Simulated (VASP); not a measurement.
# GaSb3 (I4/mmm) in VASP: relaxation of cell and atoms with PBE

Aim: the relaxation of cell and atoms of GaSb3 with PBE.

All numbers are computed with VASP 6.6.1; they aren't measurements. Logs are shortened: lines on timing, memory, paths and dates and some standing lists are left out, and cuts for length are marked.

## (1) The cell of the first run

It takes space group I4/mmm (No. 139, tetragonal). The conventional cell has a = 5.201 Å, b = 5.201 Å, c = 9.105 Å, α = 90.00°, β = 90.00°, γ = 90.00°. Ga (site symmetry 4/mmm) has 4 Sb at 2.60 Å within 3.4 Å. Within 3.4 Å of Sb (site symmetry mmm) lie 2 Ga at 2.60 Å and 2 Sb at 2.60 Å. Within 3.4 Å of Sb (site symmetry 4/mmm) lie 4 Sb at 2.60 Å.

The cell was built from a structure type or drawn by symmetry, and may not be a known phase.

## (2) Relaxation of cell and atoms, PBE

Contents of INCAR:

```
ALGO = Normal
EDIFF = 1E-6
EDIFFG = -0.08
ENCUT = 600
GGA = PE
IBRION = 2
ISIF = 3
ISMEAR = 0
LASPH = True
LCHARG = False
LREAL = False
LWAVE = False
NELM = 80
NSW = 36
PREC = Accurate
SIGMA = 0.2
```

Contents of KPOINTS:

```
k-points
0
Gamma
  5 5 5
```

Contents of POSCAR:

```
GaSb3
1.0
   -2.6004788000      2.6004788000      4.5527150300
    2.6004788000     -2.6004788000      4.5527150300
    2.6004788000      2.6004788000     -4.5527150300
Ga Sb
1 3
Direct
    0.5000000000      0.5000000000      0.0000000000
    0.5000000000      0.0000000000      0.5000000000
    0.0000000000      0.5000000000      0.5000000000
    0.0000000000      0.0000000000      0.0000000000
```

Potentials or basis: VASP PAW PBE potentials, release 64 (Ga_d, Sb).

Command:

```
cat potpaw_PBE.64/Ga_d/POTCAR potpaw_PBE.64/Sb/POTCAR > POTCAR
mpirun -np 1 vasp_std > vasp.out
```

OUTCAR:

```text
EDIFF = 1E-6
   EDIFFG = -0.08
   ENCUT = 600
   GGA = PE
   IBRION = 2
   ISIF = 3
   ISMEAR = 0
   LASPH = True
   LREAL = False
   NELM = 80
   NSW = 36
   PREC = Accurate

 ion  position               nearest neighbor table
   1  0.500  0.500  0.000-   2 2.60   3 2.60   2 2.60   3 2.60
   2  0.500  0.000  0.500-   1 2.60   4 2.60   1 2.60   4 2.60   3 3.68   3 3.68   3 3.68   3 3.68

   3  0.000  0.500  0.500-   1 2.60   4 2.60   4 2.60   1 2.60   2 3.68   2 3.68   2 3.68   2 3.68

   4  0.000  0.000  0.000-   2 2.60   3 2.60   3 2.60   2 2.60

  LATTYP: Found a body centered tetragonal cell.
 ALAT       =     5.2009576000
 C/A-ratio  =     1.7507218401

  Lattice vectors:

 A1 = (  -2.6004788000,   2.6004788000,   4.5527150300)
 A2 = (   2.6004788000,  -2.6004788000,   4.5527150300)
 A3 = (   2.6004788000,   2.6004788000,  -4.5527150300)

Analysis of symmetry for initial positions (statically):
=====================================================================
 Subroutine PRICEL returns:
 Original cell was already a primitive cell.

 Routine SETGRP: Setting up the symmetry group for a
 body centered tetragonal supercell.

 Subroutine GETGRP returns: Found 16 space group operations
 (whereof 16 operations were pure point group operations)
 out of a pool of 16 trial point group operations.

The static configuration has the point symmetry D_4h.

Analysis of symmetry for dynamics (positions and initial velocities):
=====================================================================
 Subroutine PRICEL returns:
 Original cell was already a primitive cell.

 Routine SETGRP: Setting up the symmetry group for a
 body centered tetragonal supercell.

 Subroutine GETGRP returns: Found 16 space group operations
 (whereof 16 operations were pure point group operations)
 out of a pool of 16 trial point group operations.

The dynamic configuration has the point symmetry D_4h.

 Subroutine INISYM returns: Found 16 space group operations
 (whereof 16 operations are pure point group operations),
 and found     1 'primitive' translations

----------------------------------------------------------------------------------------

                                     Primitive cell

  volume of cell :     123.1508

  direct lattice vectors                    reciprocal lattice vectors
    -2.600478800  2.600478800  4.552715030     0.000000000  0.192272285  0.109824576
     2.600478800 -2.600478800  4.552715030     0.192272285  0.000000000  0.109824576
     2.600478800  2.600478800 -4.552715030     0.192272285  0.192272285  0.000000000

  length of vectors
     5.852537409  5.852537409  5.852537409     0.221427345  0.221427345  0.271914073

  position of ions in fractional coordinates (direct lattice)
     0.500000000  0.500000000  0.000000000
     0.500000000  0.000000000  0.500000000
     0.000000000  0.500000000  0.500000000
     0.000000000  0.000000000  0.000000000

  ion indices of the primitive-cell ions
   primitive index   ion index
                 1           1
                 2           2
                 3           3
                 4           4

----------------------------------------------------------------------------------------

 KPOINTS: k-points

Automatic generation of k-mesh.
 Grid dimensions read from file:
 generate k-points for:    5    5    5

 Generating k-lattice:

  Cartesian coordinates                     Fractional coordinates (reciprocal lattice)
     0.000000000  0.038454457  0.021964915     0.200000000  0.000000000  0.000000000
     0.038454457  0.000000000  0.021964915     0.000000000  0.200000000  0.000000000
     0.038454457  0.038454457  0.000000000     0.000000000  0.000000000  0.200000000

  Length of vectors
     0.044285469  0.044285469  0.054382815

  Shift w.r.t. Gamma in fractional coordinates (k-lattice)
     0.000000000  0.000000000  0.000000000

 Subroutine IBZKPT returns following result:
 ===========================================

 Found     18 irreducible k-points:

 Following reciprocal coordinates:
            Coordinates               Weight
  0.000000  0.000000  0.000000      1.000000
  0.200000 -0.000000  0.000000      8.000000
  0.400000 -0.000000  0.000000      8.000000
  0.200000  0.200000  0.000000      8.000000
  0.400000  0.200000  0.000000     16.000000
 -0.400000  0.200000  0.000000     16.000000
[... 10 lines left out ...]
 -0.400000  0.400000  0.400000      4.000000
 -0.400000 -0.400000  0.400000      2.000000
   k-points           NKPTS =     18   k-points in BZ     NKDIM =     18   number of bands    NBANDS=     18
   number of dos      NEDOS =    301   number of ions     NIONS =      4
   total plane-waves  NPLWV = 110592
   dimension x,y,z NGX =    48 NGY =   48 NGZ =   48
   dimension x,y,z NGXF=    96 NGYF=   96 NGZF=   96
   ions per type =               1   3
   NGX,Y,Z   is equivalent  to a cutoff of  13.63, 13.63, 13.63 a.u.
   NGXF,Y,Z  is equivalent  to a cutoff of  27.27, 27.27, 27.27 a.u.
 SYSTEM =  unknown system
   PREC   = accura    normal or accurate (medium, high low for compatibility)
   ISTART =      0    job   : 0-new  1-cont  2-samecut
   ICHARG =      2    charge: 1-file 2-atom 10-const
   ISPIN  =      1    spin polarized calculation?
   LNONCOLLINEAR =      F non collinear calculations
   LSORBIT =      F    spin-orbit coupling
   LASPH  =      T    aspherical Exc in radial PAW
   ENCUT  =  600.0 eV  44.10 Ry    6.64 a.u.  11.69 11.69 11.69*2*pi/ulx,y,z
   NELM   =     80;   NELMIN=  2; NELMDL= -5     # of ELM steps
   EDIFF  = 0.1E-05   stopping-criterion for ELM
   LREAL  =      F    real-space projection
   EDIFFG = -.8E-01   stopping-criterion for IOM
   NSW    =     36    number of steps for IOM
   IBRION =      2    ionic relax: 0-MD 1-quasi-New 2-CG
   NFREE  =      1    steps in history (QN), initial steepest desc. (CG)
   ISIF   =      3    stress and relaxation
   ISYM   =      2    0-nonsym 1-usesym 2-fastsym
   POTIM  = 0.5000    time-step for ionic-motion
   TEBEG  =    0.0;   TEEND  =   0.0 temperature during run
   PSTRESS=    0.0 pullay stress
   NELECT =      28.0000    total number of electrons
   NUPDOWN=      -1.0000    fix difference up-down
   EMIN   =  10.00;   EMAX   =-10.00  energy-range for DOS
   EFERMI =   0.00;   METHOD = LEGACY
   ISMEAR =     0;   SIGMA  =   0.20  broadening in eV -4-tet -1-fermi 0-gaus
   EFERMI_NEDOS =   21; number of points for ismear=-14 and -15
   IALGO  =     38    algorithm
   IMIX   =      4    mixing-type and parameters
     AMIX     =   0.40;   BMIX     =  1.00
     AMIX_MAG =   1.60;   BMIX_MAG =  1.00
  volume/ion in A,a.u.               =      30.79       207.77
  Fermi-wavevector in a.u.,A,eV,Ry     =   0.999191  1.888197 13.583818  0.998382
  Thomas-Fermi vector in A             =   2.131465
   LORBIT       =      0    0 simple, 1 ext, 2 COOP (PROOUT), +10 PAW based schemes
   GGA     = PE    functional components
   LHFCALC =     F    Hartree Fock is set to
   AEXX    =    0.0000 exact exchange contribution
   IVDW    =     0    specifies the selected vdW correction
   LEPSILON=     F    determine dielectric tensor
   LRPA    =     F    only Hartree local field effects (RPA)
 conjugate gradient relaxation of ions
 non-spin polarized calculation
 Gauss-broadening in eV      SIGMA  =   0.20
  energy-cutoff  :      600.00
  volume of cell :      123.15
 maximum number of plane-waves:      4135
   NGX = 23   NGY = 23   NGZ = 23

--------------------------------------- Ionic step        1  -------------------------------------------

 number of electron      27.9999996 magnetization

 Free energy of the ion-electron system (eV)
  ---------------------------------------------------
  ext. energy  EPLUGINS =         0.00000000
  ---------------------------------------------------
  free energy    TOTEN  =       -11.52622325 eV

  energy without entropy =      -11.47965472  energy(sigma->0) =      -11.50293899

------------------------ aborting loop because EDIFF is reached ----------------------------------------

  FORCE on cell =-STRESS in cart. coord.  units (eV):
  Direction    XX          YY          ZZ          XY          YZ          ZX
  --------------------------------------------------------------------------------------
  -------------------------------------------------------------------------------------
  Total       21.2993454     21.2993454     -0.8543175      0.0000000      0.0000000     -0.0000000
  in kB      277.1020535    277.1020535    -11.1145735      0.0000000      0.0000000     -0.0000000
  external PRESSURE =     181.0298445 kB  Pullay stress =       0.0000000 kB
[... 95 lines left out ...]
  FREE ENERGIE OF THE ION-ELECTRON SYSTEM (eV)
  ---------------------------------------------------
  free  energy   TOTEN  =       -13.5566620225 eV

  energy  without entropy=      -13.4926181532  energy(sigma->0) =      -13.52464009

 E-fermi :   3.8801     XC(G=0):  -8.4712

 val. band max:        3.8743771885   @ k =  -0.4000   0.4000   0.4000
 cond. band min:       3.9239745301   @ k =  -0.4000   0.4000   0.2000
 fundamental gap:      0.0495973417
 Fermi energy:         3.8801063706

 k-point     1 :       0.0000    0.0000    0.0000
  band No.  band energies     occupation
      1     -11.0092      2.00000
      2     -10.9640      2.00000
      3     -10.9640      2.00000
      4     -10.9235      2.00000
      5     -10.8792      2.00000
      6      -7.2686      2.00000
[... 10 lines left out ...]
     17       7.2753      0.00000
     18       7.5193      0.00000
[... 340 lines left out ...]
      2     -10.9637      2.00000
      3     -10.9637      2.00000
      4     -10.9244      2.00000
      5     -10.8791      2.00000
      6      -6.9639      2.00000
[... 10 lines left out ...]
     17       7.1495      0.00000
     18       8.2387      0.00000

 E-fermi :   9.1670     XC(G=0): -10.6701

 val. band max:        9.1305834840   @ k =  -0.4000   0.4000   0.2000
 cond. band min:       9.2108254381   @ k =   0.4000  -0.0000   0.0000
 fundamental gap:      0.0802419541
 Fermi energy:         9.1670050006

 k-point     1 :       0.0000    0.0000    0.0000
  band No.  band energies     occupation
      1      -6.0035      2.00000
      2      -5.8866      2.00000
      3      -5.8733      2.00000
      4      -5.8733      2.00000
      5      -5.8566      2.00000
      6      -4.7501      2.00000
[... 10 lines left out ...]
     17      11.4412      0.00000
     18      12.6102      0.00000
[... 340 lines left out ...]
      2      -5.9180      2.00000
      3      -5.8723      2.00000
      4      -5.8723      2.00000
      5      -5.8519      2.00000
      6      -2.3625      2.00000
[... 10 lines left out ...]
     17      15.0878      0.00000
     18      15.4613      0.00000

[... ionic steps 4 to 13 ...]

--------------------------------------- Ionic step       14  -------------------------------------------

 number of electron      28.0000003 magnetization

------------------------ aborting loop because EDIFF is reached ----------------------------------------

  FORCE on cell =-STRESS in cart. coord.  units (eV):
  Direction    XX          YY          ZZ          XY          YZ          ZX
  --------------------------------------------------------------------------------------
  -------------------------------------------------------------------------------------
  Total        1.3335849      1.3335849      1.2580692      0.0000000      0.0000000      0.0000000
  in kB       20.0031596     20.0031596     18.8704588      0.0000000      0.0000000      0.0000000
  external PRESSURE =      19.6255927 kB  Pullay stress =       0.0000000 kB
[... 61 lines left out ...]
  energy  without entropy=      -15.1485337200  energy(sigma->0) =      -15.16617960

--------------------------------------- Ionic step       16  -------------------------------------------

 number of electron      28.0000004 magnetization

 Free energy of the ion-electron system (eV)
  ---------------------------------------------------
  ext. energy  EPLUGINS =         0.00000000
  ---------------------------------------------------
  free energy    TOTEN  =       -15.18634738 eV

  energy without entropy =      -15.15083221  energy(sigma->0) =      -15.16858979

 E-fermi :   6.5889     XC(G=0):  -9.7648

 val. band max:        6.5634139234   @ k =   0.2000   0.2000   0.0000
 cond. band min:       6.5947022432   @ k =  -0.4000   0.2000   0.0000
 fundamental gap:      0.0312883198
 Fermi energy:         6.5889417412

 k-point     1 :       0.0000    0.0000    0.0000
  band No.  band energies     occupation
      1      -8.2895      2.00000
      2      -8.2891      2.00000
      3      -8.2614      2.00000
      4      -8.2614      2.00000
      5      -8.2606      2.00000
      6      -5.5726      2.00000
[... 10 lines left out ...]
     17       9.1353      0.00000
     18       9.1420      0.00000
[... 386 lines left out ...]
  FREE ENERGIE OF THE ION-ELECTRON SYSTEM (eV)
  ---------------------------------------------------
  free  energy   TOTEN  =       -15.1863473758 eV

  energy  without entropy=      -15.1508322089  energy(sigma->0) =      -15.16858979

 reached required accuracy - stopping structural energy minimisation
```

Wall time 7.2 min (1 thread of AMD EPYC 9R45 (Zen 5), shared host); peak memory 0.34 GiB.

What came out:

- Free energy: -15.1863 eV
- Relaxed volume: 27.68 Å³/atom
- Relaxed cell: a = 5.239 Å, b = 5.239 Å, c = 5.239 Å, α = 109.53°, β = 109.53°, γ = 109.35°
- Space group after relaxing (to 0.1 Å): Im-3m (No. 229)
- Energy gained by relaxing: 915.0 meV/atom
- Ionic steps: 16
- Pressure after relaxing: -0.1 GPa
- Band gap on the k mesh: zero (bands 14 and 15 overlap by 2.62 eV)

Step by step:
```tsv
step	energy change (eV)	largest force (eV/Å)	pressure (GPa)	volume (Å³)
1	0.0000	0.0000	18.10	123.15
2	-0.9331	0.0000	-5.86	192.54
3	-2.0304	0.0000	-0.51	155.11
4	-2.0307	0.0000	-0.69	155.82
5	-2.0696	0.0000	-0.75	152.89
6	-2.2360	0.0000	-0.94	144.07
7	-2.9069	0.0000	-1.47	126.28
8	-1.6198	0.0000	22.14	90.12
9	-3.1707	0.0000	-1.20	120.54
10	-3.6118	0.0000	2.89	105.40
11	-3.6172	0.0000	1.44	108.14
12	-3.6214	0.0000	1.95	107.00
13	-3.6388	0.0000	1.97	106.81
14	-3.6388	0.0000	1.96	106.82
15	-3.6576	0.0000	0.68	109.14
16	-3.6601	0.0000	-0.12	110.71
```

Final structure:
```
Ga Sb
1.0
    -3.02255    3.02255    3.02947
     3.02255   -3.02255    3.02947
     3.02255    3.02255   -3.02947
Ga Sb
1 3
Direct
  0.50000 0.50000 0.00000
  0.50000 0.00000 0.50000
  0.00000 0.50000 0.50000
  0.00000 0.00000 0.00000
```

Caveat: spin-orbit coupling is left out, which moves the levels of the heavy elements.
